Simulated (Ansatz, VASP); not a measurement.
One calculation of Ag2O, two programs

```xyz
6
Lattice="4.7306 0.0000 0.0000 0.0000 4.7306 0.0000 0.0000 0.0000 4.7306" Properties=species:S:1:pos:R:3 pbc="T T T"
Ag    3.5480    3.5480    3.5480
Ag    3.5480    1.1827    1.1827
Ag    1.1827    1.1827    3.5480
Ag    1.1827    3.5480    1.1827
O     0.0000    0.0000    0.0000
O     2.3653    2.3653    2.3653
```

Alike in both runs: task single point; functional RPBE; k mesh 6 × 6 × 6; occupations gaussian, width 0.05 eV; no spin polarisation.

```csv
,VASP,Ansatz
version,VASP 6.6.1,Ansatz 0.2.0
potentials or method,"VASP PAW PBE potentials, release 64 (Ag, O), cutoff 600 eV","scalar-relativistic, plane waves, PAW"
valence electrons in the cell,56,88
```

```csv
,VASP,Ansatz,Ansatz less VASP
gap on the k mesh at the Fermi level (eV),0.05,0.05,-0.005
least direct gap on the mesh (eV),0.05,0.05,-0.005
pressure (GPa),7.6,7.8,+0.18
```

VASP's potentials were made for PBE, not for RPBE. VASP's potentials hold 56 valence electrons a cell and Ansatz's 88, so a difference there can come from the potentials and not from the codes.
